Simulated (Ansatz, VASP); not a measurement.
BaTe: VASP beside Ansatz

```
CELL_PARAMETERS angstrom
0.00000 3.79673 3.79673
3.79673 0.00000 3.79673
3.79673 3.79673 0.00000
ATOMIC_POSITIONS crystal
Ba 0.00000 0.00000 0.00000
Te 0.25000 0.25000 0.25000
```

Change from the starting cell: hydrostatic strain -3.0%.

Alike in both runs: task single point; functional HSE06; k mesh 4 × 4 × 4; no spin polarisation.

|  | VASP | Ansatz |
| --- | --- | --- |
| version | VASP 6.6.1 | Ansatz 0.2.0 |
| potentials or method | VASP PAW PBE potentials, release 64 (Ba_sv, Te) | plane waves, PAW |
| plane-wave cutoff (eV) | 400 | 420 |
| occupations | gaussian, width 0.01 eV | fixed |
| valence electrons in the cell | 16 | 26 |

VASP gave:

- gap on the k mesh at the Fermi level (eV): 3.42
- pressure (GPa): 2.2

Task: Estimate Ansatz's values.

Result: gap on the k mesh at the Fermi level (eV): 3.43; pressure (GPa): 2.0.

VASP's potentials hold 16 valence electrons a cell and Ansatz's 26, so a difference there can come from the potentials and not from the codes. Ansatz's warnings: stress exchange threshold loose, stress scf threshold loose.

Neither program's run includes spin-orbit coupling.
